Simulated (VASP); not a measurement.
# PbS (R3m) in VASP: a series of runs

PbS is run at these levels: PBE+D3(BJ); tasks: relaxation of shape and atoms at fixed volume.

Everything below comes from runs of VASP 6.6.1. Logs are shortened: lines on timing, memory, paths and dates and some standing lists are left out, and cuts for length are marked.

### 1 The cell of the first run

The typed cell holds 2 atoms: a = 4.239 Å, b = 4.239 Å, c = 4.239 Å, α = 59.97°, β = 59.97°, γ = 59.97°.

### 2 Relaxation of shape and atoms at fixed volume, PBE+D3(BJ) (volume scaled by 1.03)

File INCAR:

```
ALGO = Normal
EDIFF = 1E-7
EDIFFG = -0.01
ENCUT = 600
GGA = PE
IBRION = 2
ISIF = 4
ISMEAR = 0
IVDW = 12
LASPH = T
LCHARG = F
LREAL = F
LWAVE = F
NELM = 60
NSW = 50
PREC = Accurate
SIGMA = 0.02
```

File KPOINTS:

```
k-points
0
Gamma
  12 12 12
```

File POSCAR:

```
PbS
1.0
    2.1183352689      1.2230214377      3.4619282818
   -2.1183352689      1.2230214377      3.4619282818
    0.0000000000     -2.4460428755      3.4619282818
Pb S
1 1
Direct
    0.9779892341      0.9779892341      0.9779892341
    0.4776120959      0.4776120959      0.4776120959
```

Potentials or basis: VASP PAW PBE potentials, release 64 (Pb_d, S).

The run is started by

```sh
> cat potpaw_PBE.64/Pb_d/POTCAR potpaw_PBE.64/S/POTCAR > POTCAR
> mpirun -np 1 vasp_std > vasp.out
```

OUTCAR:

```text
EDIFF = 1E-7
   EDIFFG = -0.01
   ENCUT = 600
   GGA = PE
   IBRION = 2
   ISIF = 4
   ISMEAR = 0
   IVDW = 12
   LASPH = T
   LREAL = F
   NELM = 60
   NSW = 50
   PREC = Accurate
 IVDW          = 12

 ion  position               nearest neighbor table
   1  0.978  0.978  0.978-   2 2.99   2 2.99   2 2.99   2 3.00   2 3.00   2 3.00
   2  0.478  0.478  0.478-   1 2.99   1 2.99   1 2.99   1 3.00   1 3.00   1 3.00

  LATTYP: Found a trigonal (rhomboedric) cell.
 ALAT       =     4.2388764050
 COS(alpha) =     0.5005202542

  Lattice vectors:

 A1 = (   2.1183352689,   1.2230214377,   3.4619282818)
 A2 = (  -2.1183352689,   1.2230214377,   3.4619282818)
 A3 = (   0.0000000000,  -2.4460428755,   3.4619282818)

Analysis of symmetry for initial positions (statically):
=====================================================================
 Subroutine PRICEL returns:
 Original cell was already a primitive cell.

 Routine SETGRP: Setting up the symmetry group for a
 trigonal (rhombohedral) supercell.

 Subroutine GETGRP returns: Found  6 space group operations
 (whereof  6 operations were pure point group operations)
 out of a pool of 12 trial point group operations.

The static configuration has the point symmetry C_3v.

Analysis of symmetry for dynamics (positions and initial velocities):
=====================================================================
 Subroutine PRICEL returns:
 Original cell was already a primitive cell.

 Routine SETGRP: Setting up the symmetry group for a
 trigonal (rhombohedral) supercell.

 Subroutine GETGRP returns: Found  6 space group operations
 (whereof  6 operations were pure point group operations)
 out of a pool of 12 trial point group operations.

The dynamic configuration has the point symmetry C_3v.

 Subroutine INISYM returns: Found  6 space group operations
 (whereof  6 operations are pure point group operations),
 and found     1 'primitive' translations

----------------------------------------------------------------------------------------

                                     Primitive cell

  volume of cell :      53.8143

  direct lattice vectors                    reciprocal lattice vectors
     2.118335269  1.223021438  3.461928282     0.236034403  0.136274526  0.096285453
    -2.118335269  1.223021438  3.461928282    -0.236034403  0.136274526  0.096285453
     0.000000000 -2.446042875  3.461928282     0.000000000 -0.272549052  0.096285453

  length of vectors
     4.238876405  4.238876405  4.238876405     0.289056870  0.289056870  0.289056870

  position of ions in fractional coordinates (direct lattice)
     0.977989234  0.977989234  0.977989234
     0.477612096  0.477612096  0.477612096

  ion indices of the primitive-cell ions
   primitive index   ion index
                 1           1
                 2           2

----------------------------------------------------------------------------------------

 KPOINTS: k-points

Automatic generation of k-mesh.
 Grid dimensions read from file:
 generate k-points for:   12   12   12

 Generating k-lattice:

  Cartesian coordinates                     Fractional coordinates (reciprocal lattice)
     0.019669534  0.011356210  0.008023788     0.083333333  0.000000000  0.000000000
    -0.019669534  0.011356210  0.008023788     0.000000000  0.083333333  0.000000000
     0.000000000 -0.022712421  0.008023788    -0.000000000 -0.000000000  0.083333333

  Length of vectors
     0.024088073  0.024088073  0.024088073

  Shift w.r.t. Gamma in fractional coordinates (k-lattice)
     0.000000000  0.000000000  0.000000000

 Subroutine IBZKPT returns following result:
 ===========================================

 Found    189 irreducible k-points:

 Following reciprocal coordinates:
            Coordinates               Weight
  0.000000  0.000000  0.000000      1.000000
  0.083333  0.000000 -0.000000      6.000000
  0.166667 -0.000000  0.000000      6.000000
  0.250000  0.000000 -0.000000      6.000000
  0.333333 -0.000000 -0.000000      6.000000
  0.416667  0.000000  0.000000      6.000000
[... 16 lines left out ...]
  0.500000  0.166667  0.000000     12.000000
 -0.416667  0.166667  0.000000     12.000000
 [... further k-points ...]
   k-points           NKPTS =    189   k-points in BZ     NKDIM =    189   number of bands    NBANDS=     14
   number of dos      NEDOS =    301   number of ions     NIONS =      2
   total plane-waves  NPLWV =  46656
   dimension x,y,z NGX =    36 NGY =   36 NGZ =   36
   dimension x,y,z NGXF=    72 NGYF=   72 NGZF=   72
   ions per type =               1   1
   NGX,Y,Z   is equivalent  to a cutoff of  14.12, 14.12, 14.12 a.u.
   NGXF,Y,Z  is equivalent  to a cutoff of  28.24, 28.24, 28.24 a.u.
 SYSTEM =  unknown system
   PREC   = accura    normal or accurate (medium, high low for compatibility)
   ISTART =      0    job   : 0-new  1-cont  2-samecut
   ICHARG =      2    charge: 1-file 2-atom 10-const
   ISPIN  =      1    spin polarized calculation?
   LNONCOLLINEAR =      F non collinear calculations
   LSORBIT =      F    spin-orbit coupling
   LASPH  =      T    aspherical Exc in radial PAW
   ENCUT  =  600.0 eV  44.10 Ry    6.64 a.u.   8.47  8.47  8.47*2*pi/ulx,y,z
   NELM   =     60;   NELMIN=  2; NELMDL= -5     # of ELM steps
   EDIFF  = 0.1E-06   stopping-criterion for ELM
   LREAL  =      F    real-space projection
   EDIFFG = -.1E-01   stopping-criterion for IOM
   NSW    =     50    number of steps for IOM
   IBRION =      2    ionic relax: 0-MD 1-quasi-New 2-CG
   NFREE  =      1    steps in history (QN), initial steepest desc. (CG)
   ISIF   =      4    stress and relaxation
   ISYM   =      2    0-nonsym 1-usesym 2-fastsym
   POTIM  = 0.5000    time-step for ionic-motion
   TEBEG  =    0.0;   TEEND  =   0.0 temperature during run
   PSTRESS=    0.0 pullay stress
   NELECT =      20.0000    total number of electrons
   NUPDOWN=      -1.0000    fix difference up-down
   EMIN   =  10.00;   EMAX   =-10.00  energy-range for DOS
   EFERMI =   0.00;   METHOD = LEGACY
   ISMEAR =     0;   SIGMA  =   0.02  broadening in eV -4-tet -1-fermi 0-gaus
   EFERMI_NEDOS =   21; number of points for ismear=-14 and -15
   IALGO  =     38    algorithm
   IMIX   =      4    mixing-type and parameters
     AMIX     =   0.40;   BMIX     =  1.00
     AMIX_MAG =   1.60;   BMIX_MAG =  1.00
  volume/ion in A,a.u.               =      26.91       181.58
  Fermi-wavevector in a.u.,A,eV,Ry     =   1.177024  2.224254 18.849327  1.385386
  Thomas-Fermi vector in A             =   2.313378
   LORBIT       =      0    0 simple, 1 ext, 2 COOP (PROOUT), +10 PAW based schemes
   GGA     = PE    functional components
   LHFCALC =     F    Hartree Fock is set to
   AEXX    =    0.0000 exact exchange contribution
   IVDW    =    12    specifies the selected vdW correction
   LEPSILON=     F    determine dielectric tensor
   LRPA    =     F    only Hartree local field effects (RPA)
 conjugate gradient relaxation of ions
 non-spin polarized calculation
 Gauss-broadening in eV      SIGMA  =   0.02
  energy-cutoff  :      600.00
  volume of cell :       53.81
 maximum number of plane-waves:      1820
 NGX is ok and might be reduce to    36
   NGX = 17   NGY = 17   NGZ = 17

 number of electron      20.0000000 magnetization

 Free energy of the ion-electron system (eV)
  ---------------------------------------------------
  ext. energy  EPLUGINS =         0.00000000
  ---------------------------------------------------
  free energy    TOTEN  =        -8.76907747 eV

  energy without entropy =       -8.76907747  energy(sigma->0) =       -8.76907747

 E-fermi :   5.4988     XC(G=0):  -9.5370

 val. band max:        5.3915483632   @ k =   0.5000   0.5000   0.5000
 cond. band min:       5.8605918525   @ k =   0.5000   0.0000  -0.0000
 fundamental gap:      0.4690434893
 Fermi energy:         5.4988039964

 k-point     1 :       0.0000    0.0000    0.0000
  band No.  band energies     occupation
      1     -11.3574      2.00000
      2     -11.3574      2.00000
      3     -11.3573      2.00000
      4     -11.3402      2.00000
      5     -11.3402      2.00000
      6      -7.9014      2.00000
      7      -0.6719      2.00000
      8       3.3965      2.00000
      9       3.4020      2.00000
     10       3.4020      2.00000
     11      10.5402      0.00000
     12      10.5402      0.00000
     13      10.5408      0.00000
     14      12.2228      0.00000

 k-point     2 :       0.0833    0.0000   -0.0000
  band No.  band energies     occupation
      1     -11.3570      2.00000
      2     -11.3557      2.00000
      3     -11.3557      2.00000
      4     -11.3409      2.00000
      5     -11.3409      2.00000
      6      -7.8446      2.00000
      7      -0.8615      2.00000
      8       3.4146      2.00000
      9       3.4194      2.00000
     10       3.5430      2.00000
     11       9.9148      0.00000
     12      10.1688      0.00000
     13      10.1689      0.00000
     14      12.2007      0.00000

 k-point     3 :       0.1667   -0.0000    0.0000
  band No.  band energies     occupation
      1     -11.3562      2.00000
      2     -11.3543      2.00000
      3     -11.3542      2.00000
      4     -11.3399      2.00000
      5     -11.3397      2.00000
      6      -7.6795      2.00000
      7      -1.3450      2.00000
      8       3.4666      2.00000
      9       3.4709      2.00000
     10       3.8873      2.00000
     11       8.8209      0.00000
     12       9.4193      0.00000
     13       9.4200      0.00000
     14      12.1477      0.00000

 k-point     4 :       0.2500    0.0000   -0.0000
  band No.  band energies     occupation
      1     -11.3584      2.00000
      2     -11.3581      2.00000
      3     -11.3552      2.00000
      4     -11.3324      2.00000
      5     -11.3322      2.00000
      6      -7.4246      2.00000
      7      -1.9656      2.00000
      8       3.5484      2.00000
      9       3.5521      2.00000
     10       4.3012      2.00000
     11       7.7857      0.00000
     12       8.6536      0.00000
     13       8.6551      0.00000
     14      12.3240      0.00000

 k-point     5 :       0.3333   -0.0000   -0.0000
  band No.  band energies     occupation
      1     -11.3642      2.00000
      2     -11.3639      2.00000
      3     -11.3545      2.00000
      4     -11.3230      2.00000
      5     -11.3229      2.00000
      6      -7.1210      2.00000
      7      -2.5841      2.00000
      8       3.6462      2.00000
      9       3.6491      2.00000
     10       4.7117      2.00000
     11       6.9182      0.00000
[... 276 lines left out ...]
 k-point    22 :       0.4167    0.1667    0.0000
  band No.  band energies     occupation
      1     -11.3892      2.00000
      2     -11.3560      2.00000
      3     -11.3513      2.00000
      4     -11.3284      2.00000
      5     -11.3132      2.00000
      6      -6.8605      2.00000
      7      -2.6196      2.00000
      8       2.8858      2.00000
      9       3.0451      2.00000
     10       3.9199      2.00000
     11       7.4656      0.00000
     12       8.8697      0.00000
     13       8.8931      0.00000
     14      11.9383      0.00000

 k-point    23 :       0.5000    0.1667    0.0000
  band No.  band energies     occupation
      1     -11.3908      2.00000
      2     -11.3563      2.00000
      3     -11.3505      2.00000
      4     -11.3261      2.00000
      5     -11.3116      2.00000
      6      -6.6511      2.00000
      7      -2.9554      2.00000
      8       2.6317      2.00000
      9       3.2202      2.00000
     10       4.0644      2.00000
     11       7.2406      0.00000
     12       8.3734      0.00000
     13       8.8909      0.00000
     14      12.7584      0.00000

 k-point    24 :      -0.4167    0.1667    0.0000
  band No.  band energies     occupation
      1     -11.3869      2.00000
      2     -11.3593      2.00000
      3     -11.3473      2.00000
      4     -11.3247      2.00000
      5     -11.3154      2.00000
      6      -6.6187      2.00000
      7      -3.0294      2.00000
      8       2.4117      2.00000
      9       3.4522      2.00000
     10       4.3824      2.00000
     11       6.9233      0.00000
     12       7.9786      0.00000
     13       9.0835      0.00000
     14      13.6393      0.00000

 [... further k-points ...]

------------------------ aborting loop because EDIFF is reached ----------------------------------------

 Edisp (eV)   -0.67300

 E8    (eV) :    -0.3033

  FORCE on cell =-STRESS in cart. coord.  units (eV):
  Direction    XX          YY          ZZ          XY          YZ          ZX
  --------------------------------------------------------------------------------------
  -------------------------------------------------------------------------------------
  Total      -0.53598    -0.53598    -0.54630    -0.00000     0.00000     0.00000
  in kB     -15.95747   -15.95747   -16.26476    -0.00000     0.00000     0.00000
  external pressure =      -16.06 kB  Pullay stress =        0.00 kB

 VOLUME and BASIS-vectors are now :
 -----------------------------------------------------------------------------
  energy-cutoff  :      600.00
  volume of cell :       53.81
      direct lattice vectors                 reciprocal lattice vectors
     2.118335269  1.223021438  3.461928282     0.236034403  0.136274526  0.096285453
    -2.118335269  1.223021438  3.461928282    -0.236034403  0.136274526  0.096285453
     0.000000000 -2.446042875  3.461928282     0.000000000 -0.272549052  0.096285453

 POSITION                                       TOTAL-FORCE (eV/Angst)
 -----------------------------------------------------------------------------------
      0.00000     -0.00000     10.15719         0.000000      0.000000     -0.001010
      0.00000     -0.00000      4.96038         0.000000     -0.000000      0.001010
 -----------------------------------------------------------------------------------
    total drift:                                0.000000     -0.000000     -0.000017

  FREE ENERGIE OF THE ION-ELECTRON SYSTEM (eV)
  ---------------------------------------------------
  free  energy   TOTEN  =        -9.4420736962 eV

  energy  without entropy=       -9.4420736962  energy(sigma->0) =       -9.44207370

 reached required accuracy - stopping structural energy minimisation
```

Run time: 2.1 min. Hardware: 1 thread of Intel Xeon Platinum 8375C at 2.90GHz (Ice Lake), shared host; peak memory 0.35 GiB.

What came out:

| Item | Value |
| --- | --- |
| Free energy | -9.4421 eV |
| Pressure after relaxing | -1.6 GPa |
| Band gap on the k mesh | 0.47 eV, indirect (the least direct gap lies 3.7 meV higher) |
| Dispersion energy per atom | -0.337 eV |

Final structure:
```cif
data_structure
_symmetry_space_group_name_H-M 'P 1'
_symmetry_Int_Tables_number 1
_cell_length_a 4.2389
_cell_length_b 4.2389
_cell_length_c 4.2389
_cell_angle_alpha 59.966
_cell_angle_beta 59.966
_cell_angle_gamma 59.966
_cell_volume 53.81
loop_
_atom_site_label
_atom_site_type_symbol
_atom_site_fract_x
_atom_site_fract_y
_atom_site_fract_z
_atom_site_occupancy
Pb1 Pb 0.97799 0.97799 0.97799 1
S1 S 0.47761 0.47761 0.47761 1
```

Caveat: the relaxation stopped at its first step, so nothing moved; spin-orbit coupling is left out, which moves the levels of the heavy elements.

### 3 Relaxation of shape and atoms at fixed volume, PBE+D3(BJ) (volume scaled by 0.91)

File INCAR:

```
PREC = Accurate
ENCUT = 600
EDIFF = 1E-6
ISMEAR = 0
SIGMA = 0.02
LREAL = False
LASPH = True
NELM = 100
ALGO = Normal
ISIF = 4
LWAVE = False
LCHARG = False
GGA = PE
IVDW = 12
IBRION = 2
NSW = 50
EDIFFG = -0.01
```

File KPOINTS:

```
regular mesh
0
Gamma
  12 12 12
```

File POSCAR:

```
PbS
1.0
    2.0326506952      1.1735514260      3.3218966950
   -2.0326506952      1.1735514260      3.3218966950
    0.0000000000     -2.3471028521      3.3218966950
Pb S
1 1
Direct
    0.9779892341      0.9779892341      0.9779892341
    0.4776120959      0.4776120959      0.4776120959
```

Potentials or basis: VASP PAW PBE potentials, release 64 (Pb_d, S).

The run is started by

```sh
> cat potpaw_PBE.64/Pb_d/POTCAR potpaw_PBE.64/S/POTCAR > POTCAR
> mpirun -np 1 vasp_std > vasp.out
```

Wall time 2.5 min (1 thread of Oxide Virtual Turin-like, shared host); peak memory 0.27 GiB.

It converged, with:

- Free energy: -9.3609 eV
- Pressure after relaxing: 6.5 GPa
- Largest force after relaxing: 0.005 eV/Å
- Band gap on the k mesh: 0.03 eV, indirect (the least direct gap lies 3.2 meV higher)
- Dispersion energy per atom: -0.381 eV

Forces in eV/Å, atoms in the order of the input:
```
Pb   0.000  0.000 -0.005
S    0.000  0.000  0.005
```

Final structure:
```
CELL_PARAMETERS angstrom
2.03265 1.17355 3.32190
-2.03265 1.17355 3.32190
0.00000 -2.34710 3.32190
ATOMIC_POSITIONS crystal
Pb 0.97799 0.97799 0.97799
S 0.47761 0.47761 0.47761
```

Levels at points of the mesh, in eV from the valence-band top:
```
           k point  band 6  band 7  band 8  band 9  band 10  band 11  band 12  band 13  band 14
(0.00, 0.00, 0.00)  -14.60   -5.96   -2.77   -2.77    -2.77     5.38     5.38     5.38     6.37
(0.50, 0.00, 0.00)  -13.11   -9.56   -2.29   -2.29     0.00     0.03     1.62     1.62     8.66
(0.50, 0.50, 0.00)  -12.49   -7.47   -6.15   -4.19    -4.19     3.32     5.79     5.94     5.94
(0.50, 0.50, 0.50)  -13.12   -9.56   -2.29   -2.29     0.00     0.03     1.63     1.63     8.66
```

Caveat: the relaxation stopped at its first step, so nothing moved; spin-orbit coupling is left out, which moves the levels of the heavy elements. A k mesh can miss the band edges.

(Part 1 of 2 ends here.)
